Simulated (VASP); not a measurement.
Write the native input for VASP 6.6.1 that does the following.

| Item | Value |
| --- | --- |
| Task | single point |
| Functional | PBEsol |
| Potentials or basis | VASP PAW PBE potentials, release 64 (Cu_sv_GW) |
| Cutoff | 820 eV |
| k mesh | 11 × 11 × 11 |
| Occupations | fermi-dirac, width 0.05 eV |
| Spin | no spin polarisation |
| Dipole correction | no |
| Further INCAR settings | ALGO = Normal; EDIFF = 1e-06; NBANDS = 26 |

The structure of Cu lies in POSCAR:

```
Cu
1.0
    1.2102858349     -3.9496901055      0.0000000000
    1.2102858349      3.9496901055      0.0000000000
    0.0000000000      0.0000000000      2.4588809590
Cu
2
Direct
    0.8661333500      0.1338666500      0.7500000000
    0.1338666500      0.8661333500      0.2500000000
```

These files were run (other wordings do the same):

INCAR

```
ALGO = Normal
EDIFF = 1E-6
ENCUT = 820
GGA = PS
GGA_COMPAT = F
ISIF = 2
ISMEAR = -1
LASPH = T
LCHARG = F
LREAL = F
LWAVE = F
NBANDS = 26
NELM = 120
PREC = Accurate
SIGMA = 0.05
```

KPOINTS

```
k-points
0
Gamma
  11 11 11
```

Potentials or basis: VASP PAW PBE potentials, release 64 (Cu_sv_GW).

Command:

```console
$ cat potpaw_PBE.64/Cu_sv_GW/POTCAR > POTCAR
$ mpirun -np 1 vasp_std > vasp.out
```

It gave:

```yaml
Pressure: 0.0 GPa
Largest_force: 0.017 eV/Å
Band_gap_on_the_k_mesh: zero (bands 19 and 20 overlap by 5.38 eV)
```

Caveat: the PAW data sets were made with another functional, which shifts forces and pressure a little.

It took 6.2 min on 1 thread of Intel(R) Xeon(R) Platinum 8375C CPU @ 2.90GHz (Ice Lake) (shared host), peak memory 0.39 GiB.
